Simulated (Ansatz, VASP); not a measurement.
HgPtSeF3: VASP beside Ansatz

```
Hg Pt Se F
1.0
     2.86816   -2.87526    0.00000
     2.86816    2.87526    0.00000
     0.00000    0.00000    7.31084
Hg Pt Se F
1 1 1 3
Cartesian
  2.8682 0.0000 5.0753
  0.0000 0.0000 5.2324
  0.0000 0.0000 0.1882
  1.4341 1.4376 0.5388
  1.4341 -1.4376 0.5388
  0.0000 0.0000 3.2543
```

Alike in both runs: functional PBE; k mesh 8 × 8 × 4; occupations gaussian, width 0.1 eV; no spin polarisation.

Ansatz relaxed the structure, and its values are those at the end. VASP's run is a single point on that final structure, the one shown.

|  | VASP | Ansatz |
| --- | --- | --- |
| version | VASP 6.6.1 | Ansatz 0.2.0 |
| potentials or method | VASP PAW PBE potentials, release 64 (Hg, Pt, Se, F), cutoff 520 eV | scalar-relativistic, plane waves, PAW |
| valence electrons in the cell | 49 | 75 |

Ansatz gave:

- gap on the k mesh at the Fermi level (eV): none
- pressure (GPa): 0.0
- rms of the force components (eV/Å): 0.002

Question: Estimate VASP's values.

Answer: gap on the k mesh at the Fermi level (eV): none; pressure (GPa): 0.1; rms of the force components (eV/Å): 0.034.

A gap of «none» marks a metal or a gap that the smearing closes. VASP's potentials hold 49 valence electrons a cell and Ansatz's 75, so a difference there can come from the potentials and not from the codes.

Spin-orbit coupling is off throughout.
